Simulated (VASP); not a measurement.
# InAs (F-43m) in VASP: a series of runs

Runs on InAs. Level: r2SCAN. Tasks: single point, relaxation of cell and atoms.

All numbers are computed with VASP 6.6.1; they aren't measurements. Logs are shortened: lines on timing, memory, paths and dates and some standing lists are left out, and cuts for length are marked.

### Step 1. The cell of the first run

Symmetry: F-43m, No. 216, cubic system. Conventional cell: a = 6.107 Å, b = 6.107 Å, c = 6.107 Å, α = 90.00°, β = 90.00°, γ = 90.00°. In (site symmetry -43m) has 4 As at 2.64 Å within 3.5 Å. Within 3.5 Å of As (site symmetry -43m) lie 4 In at 2.64 Å.

### Step 2. Single point, r2SCAN

POSCAR

```
InAs
1.0
    0.0000000000      3.0535616600      3.0535616600
    3.0535616600      0.0000000000      3.0535616600
    3.0535616600      3.0535616600      0.0000000000
In As
1 1
Direct
    0.2500000000      0.2500000000      0.2500000000
    0.0000000000      0.0000000000      0.0000000000
```

INCAR.step1

```
SYSTEM = InAs
  PREC = Accurate
  ENCUT = 520
  ISMEAR = 0
  SIGMA = 0.1
  LREAL = .FALSE.
  LASPH = .TRUE.
  NELM = 80
  NBANDS = 16
  GGA = PE
  ALGO = Normal
  EDIFF = 1E-4
  LWAVE = .TRUE.
  LCHARG = .FALSE.
```

INCAR.step2

```
SYSTEM = InAs
  PREC = Accurate
  ENCUT = 520
  EDIFF = 1E-7
  ISMEAR = 0
  SIGMA = 0.1
  LREAL = .FALSE.
  LASPH = .TRUE.
  NELM = 80
  ALGO = Normal
  ISIF = 2
  LWAVE = .FALSE.
  LCHARG = .FALSE.
  METAGGA = R2SCAN
  LMIXTAU = .TRUE.
  NBANDS = 16
  ISTART = 1
```

KPOINTS

```
Automatic mesh
0
G
  6 6 6
  0 0 0
```

Potentials or basis: VASP PAW PBE potentials, release 64 (In_d, As).

Command:

```
cat potpaw_PBE.64/In_d/POTCAR potpaw_PBE.64/As/POTCAR > POTCAR
cp INCAR.step1 INCAR
mpirun -np 1 vasp_std > vasp.out
cp INCAR.step2 INCAR
mpirun -np 1 vasp_std > vasp.out
```

OUTCAR:

```text
SYSTEM = InAs
   PREC = Accurate
   ENCUT = 520
   EDIFF = 1E-7
   ISMEAR = 0
   LREAL = .FALSE.
   LASPH = .TRUE.
   NELM = 80
   ISIF = 2
   METAGGA = R2SCAN
   ISTART = 1

 ion  position               nearest neighbor table
   1  0.250  0.250  0.250-   2 2.64   2 2.64   2 2.64   2 2.64
   2  0.000  0.000  0.000-   1 2.64   1 2.64   1 2.64   1 2.64

  LATTYP: Found a face centered cubic cell.
 ALAT       =     6.1071233200

  Lattice vectors:

 A1 = (   0.0000000000,   3.0535616600,   3.0535616600)
 A2 = (   3.0535616600,   0.0000000000,   3.0535616600)
 A3 = (   3.0535616600,   3.0535616600,   0.0000000000)

Analysis of symmetry for initial positions (statically):
=====================================================================
 Subroutine PRICEL returns:
 Original cell was already a primitive cell.

 Routine SETGRP: Setting up the symmetry group for a
 face centered cubic supercell.

 Subroutine GETGRP returns: Found 24 space group operations
 (whereof 24 operations were pure point group operations)
 out of a pool of 48 trial point group operations.

The static configuration has the point symmetry T_d .

Analysis of symmetry for dynamics (positions and initial velocities):
=====================================================================
 Subroutine PRICEL returns:
 Original cell was already a primitive cell.

 Routine SETGRP: Setting up the symmetry group for a
 face centered cubic supercell.

 Subroutine GETGRP returns: Found 24 space group operations
 (whereof 24 operations were pure point group operations)
 out of a pool of 48 trial point group operations.

The dynamic configuration has the point symmetry T_d .

 Subroutine INISYM returns: Found 24 space group operations
 (whereof 24 operations are pure point group operations),
 and found     1 'primitive' translations

----------------------------------------------------------------------------------------

                                     Primitive cell

  volume of cell :      56.9443

  direct lattice vectors                    reciprocal lattice vectors
     0.000000000  3.053561660  3.053561660    -0.163743214  0.163743214  0.163743214
     3.053561660  0.000000000  3.053561660     0.163743214 -0.163743214  0.163743214
     3.053561660  3.053561660  0.000000000     0.163743214  0.163743214 -0.163743214

  length of vectors
     4.318388313  4.318388313  4.318388313     0.283611566  0.283611566  0.283611566

  position of ions in fractional coordinates (direct lattice)
     0.250000000  0.250000000  0.250000000
     0.000000000  0.000000000  0.000000000

  ion indices of the primitive-cell ions
   primitive index   ion index
                 1           1
                 2           2

----------------------------------------------------------------------------------------

 KPOINTS: Automatic mesh

Automatic generation of k-mesh.
 Grid dimensions read from file:
 generate k-points for:    6    6    6

 Generating k-lattice:

  Cartesian coordinates                     Fractional coordinates (reciprocal lattice)
    -0.027290536  0.027290536  0.027290536     0.166666667  0.000000000  0.000000000
     0.027290536 -0.027290536  0.027290536     0.000000000  0.166666667  0.000000000
     0.027290536  0.027290536 -0.027290536     0.000000000  0.000000000  0.166666667

  Length of vectors
     0.047268594  0.047268594  0.047268594

  Shift w.r.t. Gamma in fractional coordinates (k-lattice)
     0.000000000  0.000000000  0.000000000

 Subroutine IBZKPT returns following result:
 ===========================================

 Found     16 irreducible k-points:

 Following reciprocal coordinates:
            Coordinates               Weight
  0.000000  0.000000  0.000000      1.000000
  0.166667  0.000000  0.000000      8.000000
  0.333333  0.000000  0.000000      8.000000
  0.500000  0.000000  0.000000      4.000000
  0.166667  0.166667  0.000000      6.000000
  0.333333  0.166667  0.000000     24.000000
[... 8 lines left out ...]
 -0.333333  0.333333  0.166667     24.000000
 -0.333333  0.500000  0.166667     12.000000
   k-points           NKPTS =     16   k-points in BZ     NKDIM =     16   number of bands    NBANDS=     16
   number of dos      NEDOS =    301   number of ions     NIONS =      2
   total plane-waves  NPLWV =  32768
   dimension x,y,z NGX =    32 NGY =   32 NGZ =   32
   dimension x,y,z NGXF=    64 NGYF=   64 NGZF=   64
   ions per type =               1   1
   NGX,Y,Z   is equivalent  to a cutoff of  12.32, 12.32, 12.32 a.u.
   NGXF,Y,Z  is equivalent  to a cutoff of  24.64, 24.64, 24.64 a.u.
 SYSTEM =  InAs
   PREC   = accura    normal or accurate (medium, high low for compatibility)
   ISTART =      1    job   : 0-new  1-cont  2-samecut
   ICHARG =      0    charge: 1-file 2-atom 10-const
   ISPIN  =      1    spin polarized calculation?
   LNONCOLLINEAR =      F non collinear calculations
   LSORBIT =      F    spin-orbit coupling
   LASPH  =      T    aspherical Exc in radial PAW
   ENCUT  =  520.0 eV  38.22 Ry    6.18 a.u.   8.03  8.03  8.03*2*pi/ulx,y,z
   NELM   =     80;   NELMIN=  2; NELMDL=  0     # of ELM steps
   EDIFF  = 0.1E-06   stopping-criterion for ELM
   LREAL  =      F    real-space projection
   EDIFFG = 0.1E-05   stopping-criterion for IOM
   NSW    =      0    number of steps for IOM
   IBRION =     -1    ionic relax: 0-MD 1-quasi-New 2-CG
   NFREE  =      0    steps in history (QN), initial steepest desc. (CG)
   ISIF   =      2    stress and relaxation
   ISYM   =      2    0-nonsym 1-usesym 2-fastsym
   POTIM  = 0.5000    time-step for ionic-motion
   TEBEG  =    0.0;   TEEND  =   0.0 temperature during run
   PSTRESS=    0.0 pullay stress
   NELECT =      18.0000    total number of electrons
   NUPDOWN=      -1.0000    fix difference up-down
   EMIN   =  10.00;   EMAX   =-10.00  energy-range for DOS
   EFERMI =   0.00;   METHOD = LEGACY
   ISMEAR =     0;   SIGMA  =   0.10  broadening in eV -4-tet -1-fermi 0-gaus
   EFERMI_NEDOS =   21; number of points for ismear=-14 and -15
   IALGO  =     38    algorithm
   IMIX   =      4    mixing-type and parameters
     AMIX     =   0.40;   BMIX     =  1.00
     AMIX_MAG =   1.60;   BMIX_MAG =  1.00
  volume/ion in A,a.u.               =      28.47       192.14
[... 48 lines left out ...]
      2     -10.8102      2.00000
      3     -10.8102      2.00000
      4     -10.6851      2.00000
      5     -10.6851      2.00000
      6      -7.8420      2.00000
[... 8 lines left out ...]
     15      13.0227      0.00000
     16      13.0316      0.00000

 k-point     3 :       0.3333    0.0000    0.0000
  band No.  band energies     occupation
      1     -10.9121      2.00000
      2     -10.7940      2.00000
      3     -10.7940      2.00000
      4     -10.6818      2.00000
      5     -10.6818      2.00000
      6      -7.1457      2.00000
[... 8 lines left out ...]
     15      13.5190      0.00000
     16      13.5190      0.00000

 k-point     4 :       0.5000    0.0000    0.0000
  band No.  band energies     occupation
      1     -10.9396      2.00000
      2     -10.7878      2.00000
      3     -10.7877      2.00000
      4     -10.6782      2.00000
      5     -10.6782      2.00000
      6      -6.6725      2.00000
[... 8 lines left out ...]
     15      15.2546      0.00000
     16      15.2546      0.00000

 k-point     5 :       0.1667    0.1667    0.0000
  band No.  band energies     occupation
      1     -10.8723      2.00000
      2     -10.8006      2.00000
      3     -10.8006      2.00000
      4     -10.6926      2.00000
      5     -10.6796      2.00000
      6      -7.7489      2.00000
[... 8 lines left out ...]
     15      13.8767      0.00000
     16      14.3907      0.00000

 k-point     6 :       0.3333    0.1667    0.0000
  band No.  band energies     occupation
      1     -10.9200      2.00000
      2     -10.7863      2.00000
      3     -10.7826      2.00000
      4     -10.6963      2.00000
      5     -10.6752      2.00000
      6      -7.1827      2.00000
[... 8 lines left out ...]
     15      14.5409      0.00000
     16      14.5849      0.00000

 k-point     7 :       0.5000    0.1667    0.0000
  band No.  band energies     occupation
      1     -10.9495      2.00000
      2     -10.7807      2.00000
      3     -10.7749      2.00000
      4     -10.6894      2.00000
      5     -10.6757      2.00000
      6      -6.5655      2.00000
[... 8 lines left out ...]
     15      14.9279      0.00000
     16      15.3523      0.00000

 k-point     8 :      -0.3333    0.1667    0.0000
  band No.  band energies     occupation
      1     -10.9384      2.00000
      2     -10.7828      2.00000
      3     -10.7815      2.00000
      4     -10.6844      2.00000
      5     -10.6818      2.00000
      6      -6.7320      2.00000
[... 8 lines left out ...]
     15      13.8525      0.00000
     16      15.2144      0.00000

 k-point     9 :      -0.1667    0.1667    0.0000
  band No.  band energies     occupation
      1     -10.8941      2.00000
      2     -10.7993      2.00000
      3     -10.7932      2.00000
      4     -10.6890      2.00000
      5     -10.6810      2.00000
      6      -7.4160      2.00000
[... 8 lines left out ...]
     15      13.6062      0.00000
     16      14.5502      0.00000

 k-point    10 :       0.3333    0.3333    0.0000
  band No.  band energies     occupation
      1     -10.9602      2.00000
      2     -10.7610      2.00000
      3     -10.7610      2.00000
      4     -10.7107      2.00000
      5     -10.6686      2.00000
      6      -6.8122      2.00000
[... 8 lines left out ...]
     15      15.2547      0.00000
     16      16.7936      0.00000

 k-point    11 :       0.5000    0.3333    0.0000
  band No.  band energies     occupation
      1     -10.9801      2.00000
      2     -10.7565      2.00000
      3     -10.7510      2.00000
      4     -10.7100      2.00000
      5     -10.6684      2.00000
      6      -6.3032      2.00000
[... 8 lines left out ...]
     15      15.7113      0.00000
     16      16.3683      0.00000

 k-point    12 :      -0.3333    0.3333    0.0000
  band No.  band energies     occupation
      1     -10.9670      2.00000
      2     -10.7694      2.00000
      3     -10.7596      2.00000
      4     -10.6958      2.00000
      5     -10.6782      2.00000
      6      -6.2596      2.00000
[... 8 lines left out ...]
     15      13.6529      0.00000
     16      17.2500      0.00000

 k-point    13 :       0.5000    0.5000    0.0000
  band No.  band energies     occupation
      1     -10.9984      2.00000
      2     -10.7406      2.00000
      3     -10.7406      2.00000
      4     -10.7205      2.00000
      5     -10.6630      2.00000
      6      -6.1372      2.00000
[... 8 lines left out ...]
     15      15.9865      0.00000
     16      16.6934      0.00000

 k-point    14 :       0.5000    0.3333    0.1667
  band No.  band energies     occupation
      1     -10.9539      2.00000
      2     -10.7755      2.00000
      3     -10.7641      2.00000
      4     -10.6992      2.00000
      5     -10.6742      2.00000
      6      -6.6201      2.00000
[... 8 lines left out ...]
     15      15.0844      0.00000
     16      16.4575      0.00000

 k-point    15 :      -0.3333    0.3333    0.1667
  band No.  band energies     occupation
      1     -10.9665      2.00000
      2     -10.7744      2.00000
      3     -10.7557      2.00000
      4     -10.6957      2.00000
      5     -10.6776      2.00000
      6      -6.2592      2.00000
[... 8 lines left out ...]
     15      15.3607      0.00000
     16      16.2355      0.00000

 k-point    16 :      -0.3333    0.5000    0.1667
  band No.  band energies     occupation
      1     -10.9825      2.00000
      2     -10.7621      2.00000
      3     -10.7447      2.00000
      4     -10.7066      2.00000
      5     -10.6718      2.00000
      6      -6.1024      2.00000
[... 8 lines left out ...]
     15      16.0665      0.00000
     16      16.3945      0.00000

------------------------ aborting loop because EDIFF is reached ----------------------------------------

  FORCE on cell =-STRESS in cart. coord.  units (eV):
  Direction    XX          YY          ZZ          XY          YZ          ZX
  --------------------------------------------------------------------------------------
  -------------------------------------------------------------------------------------
  Total        0.0290295      0.0290295      0.0290295     -0.0000000      0.0000000     -0.0000000
  in kB        0.8167702      0.8167702      0.8167702     -0.0000000      0.0000000     -0.0000000
  external PRESSURE =       0.8167702 kB  Pullay stress =       0.0000000 kB

 VOLUME and BASIS-vectors are now :
 -----------------------------------------------------------------------------
  energy-cutoff  :      520.00
  volume of cell :       56.94
      direct lattice vectors                 reciprocal lattice vectors
     0.000000000  3.053561660  3.053561660    -0.163743214  0.163743214  0.163743214
     3.053561660  0.000000000  3.053561660     0.163743214 -0.163743214  0.163743214
     3.053561660  3.053561660  0.000000000     0.163743214  0.163743214 -0.163743214

 POSITION                                       TOTAL-FORCE (eV/Angst)
 -----------------------------------------------------------------------------------
      1.52678      1.52678      1.52678        -0.000000     -0.000000     -0.000000
      0.00000      0.00000      0.00000         0.000000      0.000000      0.000000
 -----------------------------------------------------------------------------------
    total drift:                                0.000002      0.000002      0.000002

  FREE ENERGIE OF THE ION-ELECTRON SYSTEM (eV)
  ---------------------------------------------------
  free  energy   TOTEN  =       -38.0454894661 eV

  energy  without entropy=      -38.0447763381  energy(sigma->0) =      -38.04513290
```

Wall time 77 s (1 thread of Intel Xeon 8259CL, shared host); peak memory 0.19 GiB.

What came out:

- Free energy: -38.0455 eV
- Pressure: 0.1 GPa
- Band gap on the k mesh: 0.08 eV

Caveat: the PAW data sets were made with another functional, which shifts forces and pressure a little; spin-orbit coupling is left out, which moves the levels of the heavy elements.

### Step 3. Single point, r2SCAN

POSCAR is that of step 2.

INCAR.step1

```
ALGO = Normal ; EDIFF = 1E-4
ENCUT = 520 ; GGA = PE
ISMEAR = 0 ; LASPH = True
LCHARG = False ; LREAL = False
LWAVE = True ; NBANDS = 16
NELM = 60 ; PREC = Accurate
SIGMA = 0.01
```

INCAR.step2

```
ALGO = Normal ; EDIFF = 1E-6
ENCUT = 520 ; ISIF = 2
ISMEAR = 0 ; ISTART = 1
LASPH = True ; LCHARG = False
LMIXTAU = True ; LREAL = False
LWAVE = False ; METAGGA = R2SCAN
NBANDS = 16 ; NELM = 60
PREC = Accurate ; SIGMA = 0.01
```

KPOINTS

```
k-points
0
Gamma
  8 8 8
```

Potentials or basis: VASP PAW PBE potentials, release 64 (In_d, As).

Command:

```
cat potpaw_PBE.64/In_d/POTCAR potpaw_PBE.64/As/POTCAR > POTCAR
cp INCAR.step1 INCAR
mpirun -np 1 vasp_std > vasp.out
cp INCAR.step2 INCAR
mpirun -np 1 vasp_std > vasp.out
```

Wall time 2.6 min (1 thread of Intel Xeon 8259CL, shared host); peak memory 0.2 GiB.

The run converged. Its results:

- Free energy: -38.0588 eV
- Pressure: 0.0 GPa
- Band gap on the k mesh: 0.09 eV

Levels at points of the mesh, in eV from the valence-band top:
```csv
k point,band 5,band 6,band 7,band 8,band 9,band 10,band 11,band 12,band 13,band 14
"(0.00, 0.00, 0.00)",-14.66,-12.11,0.00,0.00,0.00,0.09,4.26,4.26,4.26,7.95
"(0.50, 0.00, 0.00)",-14.65,-10.66,-5.73,-0.97,-0.97,1.25,5.03,5.03,7.24,9.51
"(0.50, 0.50, 0.00)",-14.64,-10.12,-5.81,-2.29,-2.29,1.87,2.34,9.63,9.73,9.73
```

Caveat: the PAW data sets were made with another functional, which shifts forces and pressure a little; spin-orbit coupling is left out, which moves the levels of the heavy elements.

### Step 4. Relaxation of cell and atoms, r2SCAN

POSCAR is that of step 3.

INCAR.step1

```
SYSTEM = InAs
PREC     = Accurate       ! precision mode
ENCUT    = 600            ! plane-wave cutoff, eV
ISMEAR   = 0              ! smearing method
SIGMA    = 0.01           ! smearing width, eV
LREAL    = .False.        ! projectors in reciprocal space
LASPH    = .True.         ! aspherical terms in the spheres
NELM     = 60             ! most SCF steps
GGA      = PE             ! functional
ALGO     = Normal         ! electronic algorithm
EDIFF    = 1E-4           ! SCF threshold, eV
LWAVE    = .True.         ! write WAVECAR
LCHARG   = .False.        ! write CHGCAR
```

INCAR.step2

```
SYSTEM = InAs
PREC     = Accurate       ! precision mode
ENCUT    = 600            ! plane-wave cutoff, eV
EDIFF    = 1E-7           ! SCF threshold, eV
ISMEAR   = 0              ! smearing method
SIGMA    = 0.01           ! smearing width, eV
LREAL    = .False.        ! projectors in reciprocal space
LASPH    = .True.         ! aspherical terms in the spheres
NELM     = 60             ! most SCF steps
ALGO     = Normal         ! electronic algorithm
ISIF     = 3              ! what is computed and relaxed
LWAVE    = .False.        ! write WAVECAR
LCHARG   = .False.        ! write CHGCAR
METAGGA  = R2SCAN         ! meta-GGA
LMIXTAU  = .True.       
IBRION   = 2              ! ionic algorithm
NSW      = 100            ! ionic steps
EDIFFG   = -0.002         ! ionic threshold
ISTART   = 1
```

KPOINTS

```
regular mesh
0
Gamma
  8 8 8
  0 0 0
```

Command:

```
cat potpaw_PBE.64/In_d/POTCAR potpaw_PBE.64/As/POTCAR > POTCAR
cp INCAR.step1 INCAR
mpirun -np 1 vasp_std > vasp.out
cp INCAR.step2 INCAR
mpirun -np 1 vasp_std > vasp.out
```

It took 8.2 min on 1 thread of Intel Xeon 8259CL, shared host; peak memory 0.24 GiB.

The run converged. Its results:

- Free energy: -38.0599 eV
- Relaxed volume: 28.49 Å³/atom
- Relaxed cell: a = 4.319 Å, b = 4.319 Å, c = 4.319 Å, α = 60.00°, β = 60.00°, γ = 60.00°
- Space group after relaxing (to 0.1 Å): F-43m (No. 216)
- Energy gained by relaxing: 0.0 meV/atom
- Ionic steps: 3
- Pressure after relaxing: 0.0 GPa
- Band gap on the k mesh: 0.08 eV

Final structure:
```
In As
1.0
     0.00000    3.05433    3.05433
     3.05433    0.00000    3.05433
     3.05433    3.05433    0.00000
In As
1 1
Direct
  0.25000 0.25000 0.25000
  0.00000 0.00000 0.00000
```

Levels at points of the mesh, in eV from the valence-band top:
| k point | band 6 | band 7 | band 8 | band 9 | band 10 | band 11 | band 12 | band 13 |
| --- | --- | --- | --- | --- | --- | --- | --- | --- |
| (0.00, 0.00, 0.00) | -12.10 | 0.00 | 0.00 | 0.00 | 0.08 | 4.26 | 4.26 | 4.26 |
| (0.50, 0.00, 0.00) | -10.65 | -5.72 | -0.97 | -0.97 | 1.25 | 5.03 | 5.03 | 7.24 |
| (0.50, 0.50, 0.00) | -10.12 | -5.80 | -2.29 | -2.29 | 1.87 | 2.34 | 9.63 | 9.73 |

Caveat: the PAW data sets were made with another functional, which shifts forces and pressure a little; spin-orbit coupling is left out, which moves the levels of the heavy elements.

### Step 5. The runs side by side

```csv
task,cell,k mesh,cutoff (eV),smearing,gap on the mesh (eV),pressure (GPa)
single point,as given,6 × 6 × 6,520,gaussian 0.1 eV,0.08,0.1
single point,as given,8 × 8 × 8,520,gaussian 0.01 eV,0.09,0.0
relaxation of cell and atoms,relaxed,8 × 8 × 8,600,gaussian 0.01 eV,0.08,0.0
```

Alike in all rows: level r2SCAN; potentials or basis VASP PAW PBE potentials, release 64 (In_d, As); no spin polarisation.

Caveats: the PAW data sets were made with another functional, which shifts forces and pressure a little; spin-orbit coupling is left out, which moves the levels of the heavy elements.

Absolute energies hang on the potentials; compare differences alone.
